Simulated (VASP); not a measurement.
A run of VASP 6.6.1 is set up as follows.

The input INCAR:

```
PREC = Accurate ; ENCUT = 520
EDIFF = 1E-8 ; ISMEAR = -1
SIGMA = 0.05 ; LREAL = False
LASPH = True ; NELM = 100
ALGO = Normal ; ISIF = 2
LWAVE = False ; LCHARG = False
GGA = PE ; LEFG = True
NBANDS = 9
```

File KPOINTS:

```
Automatic mesh
0
Gamma
  13 13 13
```

Contents of POSCAR:

```
LiH
1.0
    0.0000000000      2.1448522242      2.1448522242
    2.1448522242      0.0000000000      2.1448522242
    2.1448522242      2.1448522242      0.0000000000
Li H
1 1
Direct
    0.0000000000      0.0000000000      0.0000000000
    0.2383441853      0.2616558147      0.2616558147
```

Potentials or basis: VASP PAW PBE potentials, release 64 (Li_sv, H).

Launch:

```console
$ cat potpaw_PBE.64/Li_sv/POTCAR potpaw_PBE.64/H/POTCAR > POTCAR
$ mpirun -np 1 vasp_std > vasp.out
```

Question: Estimate the largest force.

Answer: 0.113 eV/Å.

Question: Predict the band gap on the k mesh.

Answer: 4.22 eV (least direct gap 5.14 eV).

Electric field gradients, principal values (V/Å²):
| atom | least | middle | greatest (by size) |
| --- | --- | --- | --- |
| 1 Li | 0.004 | 0.166 | -0.170 |
| 2 H | -0.027 | -0.518 | 0.544 |

Caveat: the cell differs from its parent crystal (atom 2 (H) moved by [0.05, 0.0, 0.0] A); without QUAD_EFG the Cq values of the log hold for a quadrupole moment of 1 mb, not for the nuclei. A k mesh can miss the band edges.
